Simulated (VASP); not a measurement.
Input of a VASP 6.6.1 run:

The input INCAR:

```
PREC     = Accurate       # precision mode
ENCUT    = 520            # plane-wave cutoff, eV
EDIFF    = 1E-6           # SCF threshold, eV
ISMEAR   = 0              # smearing method
SIGMA    = 0.2            # smearing width, eV
LREAL    = False          # projectors in reciprocal space
LASPH    = True           # aspherical terms in the spheres
NELM     = 60             # most SCF steps
ALGO     = Normal         # electronic algorithm
ISIF     = 2              # what is computed and relaxed
LWAVE    = False          # write WAVECAR
LCHARG   = False          # write CHGCAR
GGA      = PE             # functional
NBANDS   = 27             # bands
```

The input KPOINTS:

```
regular mesh
0
Gamma
  6 6 4
```

POSCAR

```
ZrH4
1.0
   -3.3583962166      0.0000000000      0.0000000000
    0.0000000000      0.0000000000     -4.1111181979
   -0.0000000001     -5.8169128790      0.0000000000
Zr H
2 8
Direct
    0.5000000000      0.5000000000      0.5000000000
    1.0000000000      0.5000000000      1.0000000000
    0.0000000000      0.2694671948      0.6666666667
    0.5000000000      0.2694671948      0.1666666667
    0.0000000000      0.7305328052      0.6666666667
    0.5000000000      0.7305328052      0.1666666667
    0.5000000000      1.0000000000      0.5000000000
    1.0000000000      1.0000000000      0.0000000000
    0.5000000000      0.5000000000      0.8333333333
    1.0000000000      0.5000000000      0.3333333333
```

Potentials or basis: VASP PAW PBE potentials, release 64 (Zr_sv, H).

Launch:

```console
$ cat potpaw_PBE.64/Zr_sv/POTCAR potpaw_PBE.64/H/POTCAR > POTCAR
$ mpirun -np 1 vasp_std > vasp.out
```

(1) What does it give for the largest force?

(2) What does it give for the band gap on the k mesh?

(3) What does it give for the pressure?

## Answers

(1) 0.014 eV/Å.

(2) zero (bands 16 and 17 overlap by 1.13 eV).

(3) 0.0 GPa.
